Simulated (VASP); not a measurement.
## KTaO3: single point with r2SCAN

Crystal: KTaO3.

```
K Ta O
1.0
     3.99013    0.00000    0.00000
     0.00000    3.99013    0.00000
     0.00000    0.00000    3.99013
K Ta O
1 1 3
Cartesian
  1.9951 1.9951 1.9951
  0.0000 0.0000 0.0000
  1.9951 0.0000 0.0000
  0.0000 1.9951 0.0000
  0.0000 0.0000 1.9951
```

- Program: VASP 6.6.1
- Task: single point
- Functional: r2SCAN
- Potentials or basis: VASP PAW PBE potentials, release 64 (K_sv, Ta_pv, O)
- Cutoff: 520 eV
- k mesh: 6 × 6 × 6
- Occupations: gaussian, width 0.01 eV
- Spin: no spin polarisation
- Dipole correction: no
- Further INCAR settings: ALGO = Normal; EDIFF = 1e-06; NBANDS = 27

```json
{
 "Pressure": "0.9 GPa",
 "Band gap on the k mesh": "2.59 eV, indirect (least direct gap 3.25 eV)"
}
```

Levels at points of the mesh, in eV from the valence-band top:
```
           k point  band 16  band 17  band 18  band 19  band 20  band 21  band 22  band 23
(0.00, 0.00, 0.00)    -1.09    -0.65    -0.65    -0.65     2.59     2.59     2.59     7.05
(0.50, 0.00, 0.00)    -2.15    -1.54    -0.89    -0.89     2.75     5.43     5.43     7.08
(0.50, 0.50, 0.00)    -1.74    -1.46    -1.46    -0.04     5.46     5.46     6.77     8.09
(0.50, 0.50, 0.50)    -3.96     0.00     0.00     0.00     6.91     6.91     6.91     9.66
```

It took 2.1 min on 1 thread of Intel(R) Xeon(R) Platinum 8375C CPU @ 2.90GHz (Ice Lake), with other jobs on the host, peak memory 0.19 GiB.

Caveat: the PAW data sets were made with another functional, which shifts forces and pressure a little; spin-orbit coupling is left out, which moves the levels of the heavy elements. A k mesh can miss the band edges.
